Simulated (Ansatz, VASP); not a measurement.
## B6N in VASP and in Ansatz

```
B N
1.0
     3.60441    0.00000    0.00000
    -1.80220    3.12151    0.00000
     0.00000    0.00000    3.92265
B N
6 1
Cartesian
  0.6387 1.1062 0.7433
  -1.1635 2.0153 0.7433
  2.3270 0.0000 0.7433
  -0.6387 1.1062 3.1794
  1.2774 0.0000 3.1794
  1.1635 2.0153 3.1794
  0.0000 0.0000 1.9613
```

Change from the starting cell: species swapped into the MoCl6 type (P-31m, No. 162).

Alike in both runs: functional PBE; k mesh 5 × 5 × 4; occupations gaussian, width 0.2 eV; no spin polarisation.

Ansatz relaxed the structure, and its values are those at the end. VASP's run is a single point on that final structure, the one shown.

|  | VASP | Ansatz |
| --- | --- | --- |
| version | VASP 6.6.1 | Ansatz 0.2.0 |
| potentials or method | VASP PAW PBE potentials, release 64 (B, N), cutoff 600 eV | scalar-relativistic, plane waves, PAW |
| valence electrons in the cell | 23 | 23 |

|  | VASP | Ansatz | Ansatz less VASP |
| --- | --- | --- | --- |
| gap on the k mesh at the Fermi level (eV) | none | none | - |
| pressure (GPa) | -0.6 | -0.5 | +0.12 |
| rms of the force components (eV/Å) | 0.010 | 0.005 | -0.0047 |

A gap of «none» marks a metal or a gap that the smearing closes. The functional is the same, so the differences come from potentials, cutoffs and numerics.

The k mesh is coarse, so the values compare programs but aren't converged.
